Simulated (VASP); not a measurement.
Set up this calculation in VASP 6.6.1, as the native input.

```yaml
Task: single point
Functional: PBE
Potentials_or_basis: VASP PAW PBE potentials, release 64 (Mo_sv)
Cutoff: 520 eV
k_mesh: 6 × 6 × 21
Occupations: gaussian, width 0.1 eV
Spin: no spin polarisation
Dipole_correction: no
Further_INCAR_settings: ALGO = Fast; EDIFF = 1e-06; NBANDS = 36
```

The structure of Mo lies in POSCAR:

```
Mo
1.0
    6.6994692455      0.0000000492      0.0006031379
   -3.3497345802      5.8019104803     -0.0012473733
   -1.6747226539      1.4502156973      1.5996179069
Mo
4
Direct
    0.2500000000      0.5000000000      0.0000000000
    0.0000000000      0.0000000000      0.0000000000
    0.7500000000      0.5000000000      0.0000000000
    0.5000000000      0.0000000000      0.0000000000
```

The input as run:

INCAR

```
ALGO = Fast
EDIFF = 1E-6
ENCUT = 520
GGA = PE
ISIF = 2
ISMEAR = 0
LASPH = True
LCHARG = False
LREAL = False
LWAVE = False
NBANDS = 36
NELM = 100
PREC = Accurate
SIGMA = 0.1
```

KPOINTS

```
k-points
0
Gamma
  6 6 21
```

Potentials or basis: VASP PAW PBE potentials, release 64 (Mo_sv).

Run with:

```sh
$ cat potpaw_PBE.64/Mo_sv/POTCAR > POTCAR
$ mpirun -np 1 vasp_std > vasp.out
```

It gave:

```yaml
Pressure: 6.6 GPa
Band_gap_on_the_k_mesh: zero (bands 28 and 29 overlap by 2.67 eV)
```

Caveat: the cell stands under pressure.

Run time: 8 min on 1 thread of Intel(R) Xeon(R) 6975P-C (Granite Rapids), with other jobs on the host, peak memory 0.66 GiB.
